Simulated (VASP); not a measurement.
Wanted: the native input for a VASP 6.6.1 run.

```yaml
Task: single point
Functional: PBE
Potentials_or_basis: VASP PAW PBE potentials, release 64 (Si, C, P)
Cutoff: 520 eV
k_mesh: 1 × 1 × 1
Occupations: gaussian, width 0.05 eV
Spin: collinear spin, zero start
Dipole_correction: no
Further_INCAR_settings: LREAL = Auto; ALGO = Normal; EDIFF = 1e-06; NBANDS = 168
```

The structure of Si32PC30 (a cell with a defect) lies in POSCAR:

```
Si32PC30
1.0
    8.7079860000      0.0000000000      0.0000000000
    0.0000000000      8.7079860000      0.0000000000
    0.0000000000      0.0000000000      8.7079860000
Si C P
32 30 1
Direct
    0.6296506448      0.1192395119      0.1189735491
    0.8748313330      0.3742638080      0.1253030264
    0.8758373061      0.1212945221      0.3760096766
    0.1265305204      0.1221874955      0.1216690059
    0.3334786023      0.4154164924      0.0758994100
    0.6267059915      0.6223631963      0.1216634937
    0.8784536401      0.8704362869      0.1220089238
    0.3559630206      0.1115152229      0.3920578191
    0.6374076623      0.3929409165      0.3920486321
    0.8788130803      0.6236953068      0.3739494988
    0.6264476080      0.1224345101      0.6237218342
    0.8740721448      0.3727694326      0.6235289078
    0.8723056055      0.1216628047      0.8765693927
    0.1355971404      0.6133055336      0.1121366066
    0.3746336983      0.8740619243      0.1253091128
    0.1211562582      0.3657868766      0.3896501441
    0.3830549337      0.6276513306      0.3895975487
    0.6275714040      0.8730318354      0.3760088728
    0.1192730443      0.1180125921      0.6306217075
    0.3752853989      0.3736039539      0.6328496624
    0.6308667699      0.6296059732      0.6306160805
    0.8752967678      0.8735889102      0.6243746832
    0.3759674166      0.1202840703      0.8734840639
    0.6285952917      0.3729157351      0.8734844084
    0.8740999354      0.6244010957      0.8753042322
    0.1252186212      0.8700875266      0.3739478911
    0.1257632936      0.6231255999      0.6267469883
    0.3761129152      0.8747955038      0.6235137493
    0.1167032193      0.3728335117      0.8677650607
    0.3760591714      0.6321925644      0.8677641420
    0.6272293042      0.8765845512      0.8765633064
    0.1244858455      0.8747904510      0.8753036580
    0.4998670186     -0.0015807329      0.0014825472
    0.7504685929      0.2490268129      0.0014842697
    0.7519550445     -0.0030828024      0.2492795694
   -0.0002531010     -0.0015104526     -0.0003348650
    0.2415914541      0.2443125196     -0.0128740446
    0.5045789003      0.5072998510     -0.0128786381
    0.7504031357      0.7491449803     -0.0003400327
    0.2480975509     -0.0041554959      0.2499470027
    0.7530728690      0.5008155732      0.2499404570
    0.5011647929     -0.0016394147      0.4984956338
    0.7505230256      0.2477158323      0.4984940261
    0.7505235998     -0.0016297684      0.7488225176
   -0.0041991340      0.4960852027     -0.0028341800
    0.2528093178      0.7531002002     -0.0028364768
    0.0048736872      0.2497981738      0.2492073368
    0.4990772838      0.7439912053      0.2492061884
    0.0005615535     -0.0041590558      0.4991422816
    0.2454614649      0.2464852378      0.5157245315
    0.5024052634      0.5034103178      0.5157140813
    0.7530394514      0.7483266510      0.4991451525
    0.2505990478     -0.0042040720      0.7482111248
    0.5028153467      0.2460651636      0.7512346713
    0.7530828598      0.4982865154      0.7482197376
    0.0076618176      0.7412463686      0.2461824123
    0.0014780685      0.4991763882      0.5021750150
    0.2497176729      0.7473815415      0.5021546888
   -0.0075750007      0.2455318601      0.7481523282
    0.2491663400      0.4997270322      0.7514514837
    0.5033594450      0.7564635497      0.7481460122
    0.0000538586      0.7488343459      0.7503778715
    0.4609126611      0.2880058604      0.2508433064
```

These files were run (other wordings do the same):

INCAR

```
SYSTEM = Si32PC30
ALGO = Normal
EDIFF = 1E-6
ENCUT = 520
GGA = PE
ISIF = 2
ISMEAR = 0
ISPIN = 2
LASPH = .TRUE.
LCHARG = .FALSE.
LORBIT = 11
LREAL = Auto
LWAVE = .FALSE.
MAGMOM = 0 0 0 0 0 0 0 0 0 0 0 0 0 0 0 0 0 0 0 0 0 0 0 0 0 0 0 0 0 0 0 0 0 0 0 0 0 0 0 0 0 0 0 0 0 0 0 0 0 0 0 0 0 0 0 0 0 0 0 0 0 0 0
NBANDS = 168
NELM = 150
PREC = Accurate
SIGMA = 0.05
```

KPOINTS

```
k-points
0
G
  1 1 1
  0 0 0
```

Potentials or basis: VASP PAW PBE potentials, release 64 (Si, C, P).

Launch:

```console
$ cat potpaw_PBE.64/Si/POTCAR potpaw_PBE.64/C/POTCAR potpaw_PBE.64/P/POTCAR > POTCAR
$ mpirun -np 1 vasp_gam > vasp.out
```

Results of the run:

```yaml
Pressure: 6.8 GPa
Largest_force: 2.222 eV/Å
Net_moment: 0.00 μB per cell
Valence_electrons_inside_the_program's_atomic_spheres: Si 1.67, 1.66, 1.69, 1.72, 1.68, 1.62 (each value once); C 2.57, 2.53, 2.52, 2.56, 2.58, 2.51, 2.59 (each value once); P 2.71
```

Caveat: the k points lie up to 0.72 Å⁻¹ apart; no moment was typed at the start, so none could form.

It took 13 min on 1 thread of Oxide Virtual Turin-like Processor, with other jobs on the host, peak memory 0.94 GiB.
